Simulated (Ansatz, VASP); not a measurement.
# One calculation of SiC, two programs

```
Si C
1.0
     3.07600    0.00000    0.00000
    -1.53800    2.66389    0.00000
     0.00000    0.00000    5.04800
Si C
2 2
Direct
  0.66667 0.33333 0.50000
  0.33333 0.66667 0.00000
  0.66667 0.33333 0.88500
  0.33333 0.66667 0.38500
```

Alike in both runs: task relaxation of cell and atoms; functional RPBE; dispersion D4; k mesh 10 × 10 × 5; occupations fermi-dirac, width 0.05 eV; no spin polarisation.

|  | VASP | Ansatz |
| --- | --- | --- |
| version | VASP 6.6.1 | Ansatz 0.2.0 |
| potentials or method | VASP PAW PBE potentials, release 64 (Si, C) | Ansatz PAW |
| plane-wave cutoff (eV) | 600 | 420 |
| valence electrons in the cell | 16 | 16 |

VASP gave:

| Property | Result |
| --- | --- |
| relaxed volume (Å³/atom) | 10.15 |
| relaxed cell length with the largest relative difference (Å) | 3.057 |

Problem. Which values does Ansatz return?

Solution. Relaxed volume (Å³/atom): 10.19; relaxed cell length with the largest relative difference (Å): 3.060.

VASP's potentials were made for PBE, not for RPBE.

Noted on Ansatz's run: odd divisions of the mesh miss points on the zone boundary, where band edges often lie, so the gap on the mesh can be too wide; the plane-wave basis is chosen anew once the cell has moved, so the energies of steps on either side of that aren't comparable.
